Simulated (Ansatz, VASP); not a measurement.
# One calculation of AlNi, two programs

```xyz
2
Lattice="2.7571 0.0000 0.0000 -1.3785 2.3877 0.0000 0.0000 0.0000 3.8218" Properties=species:S:1:pos:R:3 pbc="T T T"
Al    0.0000    0.0000    0.0000
Ni    1.3785    0.7959    1.9109
```

Change from the starting cell: species swapped into the WC type (P-6m2, No. 187).

Alike in both runs: functional PBE; k mesh 18 × 18 × 18; occupations gaussian, width 0.1 eV; no spin polarisation.

Ansatz relaxed the structure, and its values are those at the end. VASP's run is a single point on that final structure, the one shown.

|  | VASP | Ansatz |
| --- | --- | --- |
| version | VASP 6.6.1 | Ansatz 0.2.0 |
| potentials or method | VASP PAW PBE potentials, release 64 (Al, Ni), cutoff 520 eV | scalar-relativistic, plane waves, PAW |
| valence electrons in the cell | 13 | 21 |

Ansatz gave:

* gap on the k mesh at the Fermi level (eV): none
* pressure (GPa): 0.0

Task: What did VASP give for the same quantities?

Result: gap on the k mesh at the Fermi level (eV): none; pressure (GPa): 0.1.

A gap of «none» marks a metal or a gap that the smearing closes. VASP's potentials hold 13 valence electrons a cell and Ansatz's 21, so a difference there can come from the potentials and not from the codes.
